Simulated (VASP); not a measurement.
# ScSi4O (F-43m) in VASP: notebook, part 2 of 2

VASP 6.6.1. The steps go on from the part before.

### Step 4. Relaxation of cell and atoms, PBE

This run uses another cell than the first one, of 15.39 Å³/atom, 1.072 times its volume.

Contents of INCAR:

```
SYSTEM = ScSi4O
ALGO     = Normal         ! electronic algorithm
EDIFF    = 1E-6           ! SCF threshold, eV
EDIFFG   = -0.04          ! ionic threshold
ENCUT    = 600            ! plane-wave cutoff, eV
GGA      = PE             ! functional
IBRION   = 2              ! ionic algorithm
ISIF     = 3              ! what is computed and relaxed
ISMEAR   = 0              ! smearing method
LASPH    = .True.         ! aspherical terms in the spheres
LCHARG   = .False.        ! write CHGCAR
LREAL    = .False.        ! projectors in reciprocal space
LWAVE    = .False.        ! write WAVECAR
NELM     = 60             ! most SCF steps
NSW      = 90             ! ionic steps
PREC     = Accurate       ! precision mode
SIGMA    = 0.1            ! smearing width, eV
```

Contents of KPOINTS:

```
k-points
0
Gamma
  4 4 4
  0 0 0
```

Contents of POSCAR:

```
ScSi4O
1.0
    0.0000000000      3.5877548600      3.5877548600
    3.5877548600      0.0000000000      3.5877548600
    3.5877548600      3.5877548600      0.0000000000
Sc Si O
1 4 1
Direct
    0.0000000000      0.0000000000      0.0000000000
    0.8749087200      0.3750304300      0.3750304300
    0.3750304300      0.3750304300      0.3750304300
    0.3750304300      0.8749087200      0.3750304300
    0.3750304300      0.3750304300      0.8749087200
    0.7500000000      0.7500000000      0.7500000000
```

Potentials or basis: VASP PAW PBE potentials, release 64 (Sc_sv, Si, O).

On the command line:

```console
cat potpaw_PBE.64/Sc_sv/POTCAR potpaw_PBE.64/Si/POTCAR potpaw_PBE.64/O/POTCAR > POTCAR
mpirun -np 1 vasp_std > vasp.out
```

OUTCAR:

```text
SYSTEM = ScSi4O
   EDIFF = 1E-6
   EDIFFG = -0.04
   ENCUT = 600
   GGA = PE
   IBRION = 2
   ISIF = 3
   ISMEAR = 0
   LASPH = .True.
   LREAL = .False.
   NELM = 60
   NSW = 90
   PREC = Accurate

 ion  position               nearest neighbor table
   1  0.000  0.000  0.000-   2 2.97   4 2.97   2 2.97   5 2.97   4 2.97   5 2.97   3 2.97   3 2.97
                             3 2.97   2 2.97   4 2.97   5 2.97
   2  0.875  0.375  0.375-   3 2.54   4 2.54   5 2.54   3 2.54   5 2.54   4 2.54   1 2.97   1 2.97
                             1 2.97
   3  0.375  0.375  0.375-   2 2.54   4 2.54   5 2.54   5 2.54   4 2.54   2 2.54   1 2.97   1 2.97
                             1 2.97
   4  0.375  0.875  0.375-   2 2.54   3 2.54   5 2.54   5 2.54   3 2.54   2 2.54   1 2.97   1 2.97
                             1 2.97
   5  0.375  0.375  0.875-   2 2.54   3 2.54   4 2.54   3 2.54   4 2.54   2 2.54   1 2.97   1 2.97
                             1 2.97
   6  0.750  0.750  0.750-

  LATTYP: Found a face centered cubic cell.
 ALAT       =     7.1755097200

  Lattice vectors:

 A1 = (   0.0000000000,   3.5877548600,   3.5877548600)
 A2 = (   3.5877548600,   0.0000000000,   3.5877548600)
 A3 = (   3.5877548600,   3.5877548600,   0.0000000000)

Analysis of symmetry for initial positions (statically):
[... 156 lines left out ...]
--------------------------------------- Ionic step        1  -------------------------------------------

 number of electron      32.9999998 magnetization

 Free energy of the ion-electron system (eV)
  ---------------------------------------------------
  ext. energy  EPLUGINS =         0.00000000
  ---------------------------------------------------
  free energy    TOTEN  =       -33.34198869 eV

  energy without entropy =      -33.33228422  energy(sigma->0) =      -33.33713646

------------------------ aborting loop because EDIFF is reached ----------------------------------------

  FORCE on cell =-STRESS in cart. coord.  units (eV):
  Direction    XX          YY          ZZ          XY          YZ          ZX
  --------------------------------------------------------------------------------------
  -------------------------------------------------------------------------------------
  Total       -3.9492854     -3.9492854     -3.9492854      0.0000000     -0.0000000      0.0000000
  in kB      -68.5063496    -68.5063496    -68.5063496      0.0000000     -0.0000000      0.0000000
  external PRESSURE =     -68.5063496 kB  Pullay stress =       0.0000000 kB
[... 67 lines left out ...]
--------------------------------------- Ionic step        3  -------------------------------------------

 number of electron      33.0000000 magnetization

 Free energy of the ion-electron system (eV)
  ---------------------------------------------------
  ext. energy  EPLUGINS =         0.00000000
  ---------------------------------------------------
  free energy    TOTEN  =       -33.50697185 eV

  energy without entropy =      -33.49800919  energy(sigma->0) =      -33.50249052

 E-fermi :   8.0183     XC(G=0): -11.0274

 val. band max:        7.9760504314   @ k =   0.2500   0.2500   0.0000
 cond. band min:       8.0610920052   @ k =   0.5000   0.5000   0.0000
 fundamental gap:      0.0850415739
 Fermi energy:         8.0182775490

 k-point     1 :       0.0000    0.0000    0.0000
  band No.  band energies     occupation
      1     -41.6623      2.00000
      2     -20.3159      2.00000
      3     -20.3159      2.00000
      4     -20.3159      2.00000
      5      -8.7830      2.00000
      6      -4.8733      2.00000
[... 206 lines left out ...]
  FREE ENERGIE OF THE ION-ELECTRON SYSTEM (eV)
  ---------------------------------------------------
  free  energy   TOTEN  =       -33.5069718457 eV

  energy  without entropy=      -33.4980091899  energy(sigma->0) =      -33.50249052

 reached required accuracy - stopping structural energy minimisation
```

Run time: 39 s. Hardware: 1 thread of Intel Xeon 6975P-C (Granite Rapids), shared host; peak memory 0.27 GiB.

What came out:

```yaml
Free_energy: -33.5070 eV
Relaxed_volume: 14.35 Å³/atom
Relaxed_cell: a = 4.957 Å, b = 4.957 Å, c = 4.957 Å, α = 60.00°, β = 60.00°, γ = 60.00°
Space_group_after_relaxing_to_0.05_Å: F-43m (No. 216)
Energy_gained_by_relaxing: 27.5 meV/atom
Ionic_steps: 3
Pressure_after_relaxing: 0.0 GPa
Largest_force_after_relaxing: 0.013 eV/Å
```

Forces in eV/Å, atoms in the order of the input:
```
Sc   0.000  0.000  0.000
Si   0.007 -0.007 -0.007
Si   0.007  0.007  0.007
Si  -0.007  0.007 -0.007
Si  -0.007 -0.007  0.007
O    0.000  0.000  0.000
```

The path:
```
step  energy change (eV)  largest force (eV/Å)  pressure (GPa)  volume (Å³)
   1              0.0000                0.5358           -6.85        92.36
   2             -0.1383                0.2699            3.36        83.84
   3             -0.1650                0.0126            0.00        86.11
```

Final structure:
```
Sc Si O
1.0
     0.00000    3.50495    3.50495
     3.50495    0.00000    3.50495
     3.50495    3.50495    0.00000
Sc Si O
1 4 1
Direct
  0.00000 0.00000 0.00000
  0.87043 0.37652 0.37652
  0.37652 0.37652 0.37652
  0.37652 0.87043 0.37652
  0.37652 0.37652 0.87043
  0.75000 0.75000 0.75000
```

Caveat: the k points lie up to 0.39 Å⁻¹ apart in the final cell; an odd number of electrons without spin polarisation forces a metal; a magnetic or distorted state may lie lower.

### Step 5. Single point, PBE, collinear spin, ferromagnetic start

Contents of INCAR:

```
SYSTEM = ScSi4O
  PREC = Accurate
  ENCUT = 520
  EDIFF = 1E-6
  ISMEAR = 0
  SIGMA = 0.1
  LREAL = .False.
  LASPH = .True.
  NELM = 150
  ALGO = Normal
  ISIF = 2
  LWAVE = .False.
  LCHARG = .True.
  ISPIN = 2
  MAGMOM = 0 0 0 0 0 1
  LORBIT = 11
  LMAXMIX = 4
  GGA = PE
  LELF = .True.
  LVHAR = .True.
  NBANDS = 30
```

Contents of KPOINTS:

```
Automatic mesh
0
Gamma
  4 4 4
  0 0 0
```

Contents of POSCAR:

```
ScSi4O
1.0
    0.0000000000      3.5055846248      3.5055846248
    3.5055846248      0.0000000000      3.5055846248
    3.5055846248      3.5055846248      0.0000000000
Sc Si O
1 4 1
Direct
    0.0000000000      0.0000000000      0.0000000000
    0.6234436768      0.6234436768      0.1296689695
    0.6234436768      0.1296689695      0.6234436768
    0.1296689695      0.6234436768      0.6234436768
    0.6234436768      0.6234436768      0.6234436768
    0.2500000000      0.2500000000      0.2500000000
```

Potentials or basis: VASP PAW PBE potentials, release 64 (Sc_sv, Si, O).

On the command line:

```console
cat potpaw_PBE.64/Sc_sv/POTCAR potpaw_PBE.64/Si/POTCAR potpaw_PBE.64/O/POTCAR > POTCAR
mpirun -np 1 vasp_std > vasp.out
```

OUTCAR:

```text
SYSTEM = ScSi4O
   PREC = Accurate
   ENCUT = 520
   EDIFF = 1E-6
   ISMEAR = 0
   LREAL = .False.
   LASPH = .True.
   NELM = 150
   ISIF = 2
   ISPIN = 2
   LORBIT = 11
   GGA = PE

 ion  position               nearest neighbor table
   1  0.000  0.000  0.000-   2 2.91   3 2.91   2 2.91   4 2.91   3 2.91   4 2.91   5 2.91   5 2.91
                             5 2.91   2 2.91   3 2.91   4 2.91
   2  0.623  0.623  0.130-   3 2.45   4 2.45   5 2.45   3 2.51   4 2.51   5 2.51   1 2.91   1 2.91
                             1 2.91
   3  0.623  0.130  0.623-   2 2.45   4 2.45   5 2.45   4 2.51   2 2.51   5 2.51   1 2.91   1 2.91
                             1 2.91
[... 727 lines left out ...]
      0.00000      0.00000      0.00000         0.000000      0.000000     -0.000000
      2.64010      2.64010      4.37107         0.000297      0.000297     -0.000297
      2.64010      4.37107      2.64010         0.000297     -0.000297      0.000297
      4.37107      2.64010      2.64010        -0.000297      0.000297      0.000297
      4.37107      4.37107      4.37107        -0.000297     -0.000297     -0.000297
      1.75279      1.75279      1.75279         0.000000      0.000000     -0.000000
 -----------------------------------------------------------------------------------
    total drift:                               -0.000000     -0.000000     -0.000000

  FREE ENERGIE OF THE ION-ELECTRON SYSTEM (eV)
  ---------------------------------------------------
  free  energy   TOTEN  =       -33.5020027008 eV

  energy  without entropy=      -33.4930558079  energy(sigma->0) =      -33.49752925

 total charge

# of ion       s       p       d       tot
------------------------------------------
    1        2.161   6.118   1.124   9.404
    2        0.790   0.832   0.000   1.622
    3        0.790   0.832   0.000   1.622
    4        0.790   0.832   0.000   1.622
    5        0.790   0.832   0.000   1.622
    6        1.603   3.174   0.000   4.777
--------------------------------------------------
tot          6.924  12.622   1.124  20.671

 magnetization (x)

# of ion       s       p       d       tot
------------------------------------------
    1       -0.000   0.000  -0.000  -0.000
    2        0.000   0.000   0.000   0.000
    3        0.000   0.000   0.000   0.000
    4        0.000   0.000   0.000   0.000
    5        0.000   0.000   0.000   0.000
    6       -0.000  -0.000   0.000  -0.000
--------------------------------------------------
tot         -0.000  -0.000  -0.000  -0.000
```

OSZICAR:

```text
N       E                     dE             d eps       ncg     rms          rms(c)
DAV:   1     0.237724787335E+03    0.23772E+03   -0.13413E+04   960   0.105E+03
DAV:   2    -0.127410691075E+02   -0.25047E+03   -0.23510E+03   966   0.304E+02
DAV:   3    -0.357659791007E+02   -0.23025E+02   -0.20928E+02  1394   0.788E+01
DAV:   4    -0.368655815493E+02   -0.10996E+01   -0.10871E+01  1342   0.182E+01
DAV:   5    -0.368845771132E+02   -0.18996E-01   -0.18991E-01  1212   0.250E+00    0.138E+01
DAV:   6    -0.358025549382E+02    0.10820E+01   -0.13605E+01  1426   0.306E+01    0.156E+01
DAV:   7    -0.339041550636E+02    0.18984E+01   -0.99932E+00  1490   0.171E+01    0.546E+00
DAV:   8    -0.335215827883E+02    0.38257E+00   -0.80814E-01  1372   0.666E+00    0.186E+00
DAV:   9    -0.335131795151E+02    0.84033E-02   -0.21007E-01  1286   0.274E+00    0.108E+00
DAV:  10    -0.335080645426E+02    0.51150E-02   -0.35400E-02  1494   0.169E+00    0.806E-01
DAV:  11    -0.335027592946E+02    0.53052E-02   -0.22261E-02  1402   0.101E+00    0.297E-01
DAV:  12    -0.335025157021E+02    0.24359E-03   -0.24548E-03  1296   0.289E-01    0.213E-01
DAV:  13    -0.335020192881E+02    0.49641E-03   -0.71549E-04  1390   0.200E-01    0.690E-02
DAV:  14    -0.335020105205E+02    0.87675E-05   -0.17165E-04  1208   0.702E-02    0.259E-02
DAV:  15    -0.335020029754E+02    0.75451E-05   -0.24367E-05  1272   0.243E-02    0.533E-03
DAV:  16    -0.335020027008E+02    0.27463E-06   -0.27910E-06  1054   0.947E-03
   1 F= -.33502003E+02 E0= -.33497529E+02  d E =-.894689E-02  mag=     0.0000
```

stdout:

```text
POSCAR found type information on POSCAR ScSiO
 POSCAR found :  3 types and       6 ions
 scaLAPACK will be used
 LDA part: xc-table for (Slater+PW92), standard interpolation
 POSCAR, INCAR and KPOINTS ok, starting setup
 FFT: planning ... GRIDC
 FFT: planning ... GRID_SOFT
 FFT: planning ... GRID
 WAVECAR not read
 entering main loop
```

It took 32 s on 1 thread of Intel Xeon 6975P-C (Granite Rapids), shared host; peak memory 0.29 GiB.

Results:

- Free energy: -33.5020 eV
- Pressure: 0.0 GPa
- Net moment: 0.00 μB per cell
- Valence electrons inside the program's atomic spheres: Sc 9.40; Si 1.62; O 4.78

Caveat: the k points lie up to 0.39 Å⁻¹ apart.

### Step 6. Overview

```csv
task,spin,cell,cutoff (eV),gap on the mesh (eV),pressure (GPa),largest force (eV/Å)
single point,off,"a = 4.958 Å, angles 60.0°, 6 atoms",520,none,0.0,-
single point,off,"a = 5.074 Å, angles 60.0°, 6 atoms",520,none,-6.8,0.54
relaxation of cell and atoms,off,"relaxed from a = 5.074 Å, angles 60.0°, 6 atoms",600,none,0.0,0.01
single point,"collinear, ferromagnetic start","a = 4.958 Å, angles 60.0°, 6 atoms",520,none,0.0,-
```

Alike in all rows: level PBE; potentials or basis VASP PAW PBE potentials, release 64 (Sc_sv, Si, O); k mesh 4 × 4 × 4; smearing gaussian 0.1 eV.

Caveats: all runs use coarse meshes; an odd number of electrons without spin polarisation forces a metal (some runs); a magnetic or distorted state may lie lower (some runs).

Absolute energies hang on the potentials; compare differences alone.
